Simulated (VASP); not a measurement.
# ReHg2Sb2 (P4/mmm) in VASP: notebook, part 2 of 2

VASP 6.6.1. Earlier steps stand in the parts before.

**3. Relaxation of cell and atoms, PBE**

This run uses another cell than the first one, of 26.52 Å³/atom, 1.003 times its volume.

The input, INCAR:

```
PREC     = Accurate       # precision mode
ENCUT    = 600            # plane-wave cutoff, eV
EDIFF    = 1E-6           # SCF threshold, eV
ISMEAR   = 0              # smearing method
SIGMA    = 0.1            # smearing width, eV
LREAL    = F              # projectors in reciprocal space
LASPH    = T              # aspherical terms in the spheres
NELM     = 100            # most SCF steps
ALGO     = Normal         # electronic algorithm
ISIF     = 3              # what is computed and relaxed
LWAVE    = F              # write WAVECAR
LCHARG   = F              # write CHGCAR
GGA      = PE             # functional
IBRION   = 2              # ionic algorithm
NSW      = 100            # ionic steps
EDIFFG   = -0.01          # ionic threshold
```

The input, KPOINTS:

```
Automatic mesh
0
Gamma
  10 10 4
```

The input, POSCAR:

```
ReHg2Sb2
1.0
    3.6563488553      0.0000000000      0.0000000000
    0.0000000000      3.6563488553      0.0000000000
    0.0000000000      0.0000000000      9.9169570659
Re Hg Sb
1 2 2
Direct
    0.0000000000      0.0000000000      0.0000000000
    0.0000000000      0.5000000000      0.5000000000
    0.5000000000      0.0000000000      0.5000000000
    0.5000000000      0.5000000000      0.1527586267
    0.5000000000      0.5000000000      0.8472413733
```

Potentials or basis: VASP PAW PBE potentials, release 64 (Re, Hg, Sb).

Launch:

```
cat potpaw_PBE.64/Re/POTCAR potpaw_PBE.64/Hg/POTCAR potpaw_PBE.64/Sb/POTCAR > POTCAR
mpirun -np 1 vasp_std > vasp.out
```

Wall time 49 min (1 thread of AMD EPYC, shared host); peak memory 0.44 GiB.

The run converged. Its results:

```yaml
Free_energy: -17.6340 eV
Relaxed_volume: 26.53 Å³/atom
Relaxed_cell: a = 3.679 Å, b = 3.679 Å, c = 9.801 Å, α = 90.00°, β = 90.00°, γ = 90.00°
Space_group_after_relaxing_to_0.05_Å: P4/mmm (No. 123)
Energy_gained_by_relaxing: 1.5 meV/atom
Ionic_steps: 11
Pressure_after_relaxing: 0.0 GPa
Largest_force_after_relaxing: 0.004 eV/Å
```

Forces on the atoms (eV/Å):
```
Re   0.000  0.000  0.000
Hg   0.000  0.000  0.000
Hg   0.000  0.000  0.000
Sb   0.000  0.000  0.004
Sb   0.000  0.000 -0.004
```

The path:
```csv
step,energy change (eV),largest force (eV/Å),pressure (GPa),volume (Å³)
1,0.0000,0.0053,0.76,132.58
2,-0.0025,0.0662,-0.82,135.01
3,-0.0057,0.0361,-0.16,133.96
4,-0.0064,0.0370,-0.03,133.63
5,-0.0065,0.0448,-0.02,133.59
6,-0.0066,0.0386,-0.02,133.49
7,-0.0071,0.0200,-0.04,133.17
8,-0.0072,0.0159,-0.07,132.53
9,-0.0073,0.0002,-0.06,132.81
10,-0.0071,0.0155,0.19,132.29
11,-0.0073,0.0043,0.01,132.67
```

Final structure:
```
CELL_PARAMETERS angstrom
3.67925 0.00000 0.00000
0.00000 3.67925 0.00000
0.00000 0.00000 9.80057
ATOMIC_POSITIONS crystal
Re 0.00000 0.00000 0.00000
Hg 0.00000 0.50000 0.50000
Hg 0.50000 0.00000 0.50000
Sb 0.50000 0.50000 0.15398
Sb 0.50000 0.50000 0.84602
```

Levels at points of the mesh, in eV from the Fermi level:
| k point | band 17 | band 18 | band 19 | band 20 | band 21 | band 22 | band 23 | band 24 |
| --- | --- | --- | --- | --- | --- | --- | --- | --- |
| (0.00, 0.00, 0.00) | -1.45 | -1.45 | -0.64 | 0.19 | 0.31 | 0.31 | 3.47 | 3.52 |
| (0.50, 0.00, 0.00) | -2.52 | -1.91 | -1.34 | -1.04 | -0.51 | 0.39 | 2.33 | 2.80 |
| (0.50, 0.50, 0.00) | -3.06 | -1.56 | -0.84 | -0.84 | -0.17 | -0.17 | 0.46 | 0.83 |
| (0.00, 0.00, 0.50) | -1.46 | -0.64 | -0.64 | 0.35 | 0.35 | 1.20 | 1.22 | 3.22 |
| (0.50, 0.00, 0.50) | -2.66 | -2.51 | -1.46 | -0.58 | -0.51 | 0.39 | 2.05 | 2.77 |
| (0.50, 0.50, 0.50) | -2.49 | -1.62 | -1.45 | -0.99 | -0.23 | -0.23 | 0.46 | 0.83 |

Caveat: spin-orbit coupling is left out, which moves the levels of the heavy elements.

**4. Single point, PBE**

This run uses another cell than the first one, of 25.85 Å³/atom, 0.978 times its volume.

The input, INCAR:

```
ALGO     = Normal         # electronic algorithm
EDIFF    = 1E-6           # SCF threshold, eV
ENCUT    = 520            # plane-wave cutoff, eV
GGA      = PE             # functional
ISIF     = 2              # what is computed and relaxed
ISMEAR   = 0              # smearing method
LASPH    = True           # aspherical terms in the spheres
LCHARG   = False          # write CHGCAR
LREAL    = False          # projectors in reciprocal space
LWAVE    = False          # write WAVECAR
NBANDS   = 28             # bands
NELM     = 100            # most SCF steps
PREC     = Accurate       # precision mode
SIGMA    = 0.1            # smearing width, eV
```

The input, KPOINTS:

```
k-points
0
Gamma
  4 4 4
```

The input, POSCAR:

```
ReHg2Sb2
1.0
    3.6831586979      0.0000000000      0.0000000000
    0.0000000000      3.6831586979      0.0000000000
    0.0000000000      0.0000000000      9.5265053896
Re Hg Sb
1 2 2
Direct
    0.0000000000      0.0000000000      0.0000000000
    0.0000000000      0.5000000000      0.5000000000
    0.5000000000      0.0000000000      0.5000000000
    0.5000000000      0.5000000000      0.1572980815
    0.5000000000      0.5000000000      0.8427019185
```

Launch:

```
cat potpaw_PBE.64/Re/POTCAR potpaw_PBE.64/Hg/POTCAR potpaw_PBE.64/Sb/POTCAR > POTCAR
mpirun -np 1 vasp_std > vasp.out
```

It took 2.2 min on 1 thread of AMD EPYC, shared host; peak memory 0.23 GiB.

It converged, with:

```
Free energy   : -17.5812 eV
Pressure      : 0.6 GPa
Largest force : 0.036 eV/Å
```

Forces in eV/Å, atoms in the order of the input:
```
Re   0.000  0.000  0.000
Hg   0.000  0.000  0.000
Hg   0.000  0.000  0.000
Sb   0.000  0.000  0.036
Sb   0.000  0.000 -0.036
```

Stress tensor (GPa, compression positive):
```
0.78 0.00 0.00
0.00 0.78 0.00
0.00 0.00 0.36
```

Levels at points of the mesh, in eV from the Fermi level:
```csv
k point,band 18,band 19,band 20,band 21,band 22,band 23,band 24,band 25
"(0.00, 0.00, 0.00)",-1.52,-0.67,0.17,0.19,0.19,3.46,3.64,3.64
"(0.50, 0.00, 0.00)",-1.77,-1.36,-1.08,-0.57,0.35,2.36,2.72,3.14
"(0.50, 0.50, 0.00)",-1.58,-0.83,-0.65,-0.14,-0.14,0.43,0.76,1.77
"(0.00, 0.00, 0.50)",-0.67,-0.61,0.25,0.25,1.43,1.44,3.12,3.12
"(0.50, 0.00, 0.50)",-2.58,-1.51,-0.57,-0.54,0.35,2.04,2.68,3.86
"(0.50, 0.50, 0.50)",-1.61,-1.41,-1.07,-0.22,-0.22,0.43,0.76,2.41
```

Caveat: the k points lie up to 0.43 Å⁻¹ apart; spin-orbit coupling is left out, which moves the levels of the heavy elements.

**5. Relaxation of cell and atoms, PBE**

This run uses another cell than the first one, of 28.74 Å³/atom, 1.087 times its volume.

The input, INCAR:

```
ALGO = Normal
EDIFF = 1E-6
EDIFFG = -0.04
ENCUT = 600
GGA = PE
IBRION = 2
ISIF = 3
ISMEAR = 0
LASPH = T
LCHARG = F
LREAL = F
LWAVE = F
NELM = 100
NSW = 90
PREC = Accurate
SIGMA = 0.1
```

KPOINTS is that of step 4.

The input, POSCAR:

```
ReHg2Sb2
1.0
    4.7318978600      0.0000000000      0.0000000000
    0.0000000000      4.7318978600      0.0000000000
    0.0000000000      0.0000000000      6.4186801300
Re Hg Sb
1 2 2
Direct
    0.0000000000      0.0000000000      0.0000000000
    0.0000000000      0.5000000000      0.5000000000
    0.5000000000      0.0000000000      0.5000000000
    0.5000000000      0.5000000000      0.2399999900
    0.5000000000      0.5000000000      0.7600000100
```

Launch:

```
cat potpaw_PBE.64/Re/POTCAR potpaw_PBE.64/Hg/POTCAR potpaw_PBE.64/Sb/POTCAR > POTCAR
mpirun -np 1 vasp_std > vasp.out
```

It took 60 min on 1 thread of AMD EPYC, shared host; peak memory 0.33 GiB.

The run converged. Its results:

| Quantity | Value |
| --- | --- |
| Free energy | -17.5626 eV |
| Relaxed volume | 25.90 Å³/atom |
| Relaxed cell | a = 3.694 Å, b = 3.694 Å, c = 9.490 Å, α = 90.00°, β = 90.00°, γ = 90.00° |
| Space group after relaxing (to 0.05 Å) | P4/mmm (No. 123) |
| Energy gained by relaxing | 985.0 meV/atom |
| Ionic steps | 30 |
| Pressure after relaxing | 0.1 GPa |
| Largest force after relaxing | 0.012 eV/Å |

Forces in eV/Å, atoms in the order of the input:
```
Re   0.000  0.000  0.000
Hg   0.000  0.000  0.000
Hg   0.000  0.000  0.000
Sb   0.000  0.000 -0.012
Sb   0.000  0.000  0.012
```

Step by step:
| step | energy change (eV) | largest force (eV/Å) | pressure (GPa) | volume (Å³) |
| --- | --- | --- | --- | --- |
| 1 | 0.0000 | 1.9824 | -1.64 | 143.72 |
| 2 | -0.5191 | 1.5035 | -1.30 | 137.62 |
| 3 | -1.4377 | 3.8542 | 6.16 | 119.57 |
| 4 | -1.3823 | 0.4809 | 1.53 | 126.30 |
| 5 | -1.4897 | 1.8602 | 3.41 | 123.01 |
| 6 | -1.6175 | 2.1835 | 3.69 | 122.23 |
| 7 | -1.9593 | 3.3318 | 5.00 | 119.79 |
| 8 | -2.2831 | 6.4443 | 10.11 | 114.49 |
| 9 | -2.6396 | 6.1141 | 10.11 | 114.24 |
| 10 | -3.3445 | 5.3458 | 12.06 | 113.03 |
| 11 | -3.0897 | 5.5890 | 24.10 | 108.73 |
| 12 | -3.4636 | 5.4271 | 17.69 | 110.87 |
| 13 | -3.9963 | 3.8667 | 12.90 | 114.06 |
| 14 | -4.7555 | 1.0093 | 2.53 | 123.39 |
| 15 | -4.8292 | 0.4335 | -0.17 | 126.80 |
| 16 | -4.8366 | 0.1856 | -1.25 | 128.40 |
| 17 | -4.8541 | 0.1457 | -1.00 | 128.01 |
| 18 | -4.8923 | 0.0002 | -0.21 | 126.80 |
| 19 | -4.8801 | 0.3958 | 1.91 | 124.34 |
| 20 | -4.9033 | 0.1549 | 0.53 | 125.85 |
| 21 | -4.9034 | 0.1691 | 0.60 | 125.76 |
| 22 | -4.9066 | 0.1973 | 0.41 | 126.21 |
| 23 | -4.9123 | 0.2835 | -0.14 | 127.57 |
| 24 | -4.9080 | 0.4471 | -1.10 | 130.28 |
| 25 | -4.9133 | 0.3287 | -0.42 | 128.33 |
| 26 | -4.9165 | 0.2830 | -0.32 | 128.44 |
| 27 | -4.9220 | 0.1738 | -0.08 | 128.72 |
| 28 | -4.9234 | 0.0603 | 0.51 | 129.26 |
| 29 | -4.9245 | 0.0352 | 0.27 | 129.04 |
| 30 | -4.9251 | 0.0122 | 0.07 | 129.51 |

Final structure:
```yaml
crystal:
  lattice:
    - [3.69422, 0.00000, 0.00000]
    - [0.00000, 3.69422, 0.00000]
    - [0.00000, 0.00000, 9.48988]
  atoms:
    - { symbol: Re, position: [0.00000, 0.00000, 0.00000] }
    - { symbol: Hg, position: [0.00000, 0.50000, 0.50000] }
    - { symbol: Hg, position: [0.50000, 0.00000, 0.50000] }
    - { symbol: Sb, position: [0.50000, 0.50000, 0.15804] }
    - { symbol: Sb, position: [0.50000, 0.50000, 0.84196] }
```

Levels at points of the mesh, in eV from the Fermi level:
| k point | band 19 | band 20 | band 21 | band 22 | band 23 | band 24 |
| --- | --- | --- | --- | --- | --- | --- |
| (0.00, 0.00, 0.00) | -0.65 | 0.18 | 0.19 | 0.19 | 3.43 | 3.63 |
| (0.50, 0.00, 0.00) | -1.31 | -1.05 | -0.54 | 0.36 | 2.36 | 2.70 |
| (0.50, 0.50, 0.00) | -0.79 | -0.59 | -0.16 | -0.16 | 0.44 | 0.76 |
| (0.00, 0.00, 0.50) | -0.56 | 0.25 | 0.25 | 1.47 | 1.50 | 3.10 |
| (0.50, 0.00, 0.50) | -1.47 | -0.55 | -0.51 | 0.35 | 2.05 | 2.66 |
| (0.50, 0.50, 0.50) | -1.37 | -1.05 | -0.25 | -0.25 | 0.44 | 0.76 |

Caveat: spin-orbit coupling is left out, which moves the levels of the heavy elements.

**6. Summary**

| task | cell | k mesh | cutoff (eV) | gap on the mesh (eV) | pressure (GPa) | relaxed volume (Å³/atom) | largest force (eV/Å) |
| --- | --- | --- | --- | --- | --- | --- | --- |
| single point | a = 3.667, b = 3.667, c = 9.830 Å, 5 atoms | 10 × 10 × 4 | 520 | none | 0.5 | - | 0.01 |
| relaxation of cell and atoms | relaxed from a = 3.656, b = 3.656, c = 9.917 Å, 5 atoms | 10 × 10 × 4 | 600 | none | 0.0 | 26.53 | - |
| single point | a = 3.683, b = 3.683, c = 9.527 Å, 5 atoms | 4 × 4 × 4 | 520 | none | 0.6 | - | 0.04 |
| relaxation of cell and atoms | relaxed from a = 4.732, b = 4.732, c = 6.419 Å, 5 atoms | 4 × 4 × 4 | 600 | none | 0.1 | 25.90 | 0.01 |

Alike in all rows: level PBE; potentials or basis VASP PAW PBE potentials, release 64 (Re, Hg, Sb); no spin polarisation; smearing gaussian 0.1 eV.

Caveats: some runs use coarse meshes; spin-orbit coupling is left out, which moves the levels of the heavy elements.

Absolute energies hang on the potentials; compare differences alone.
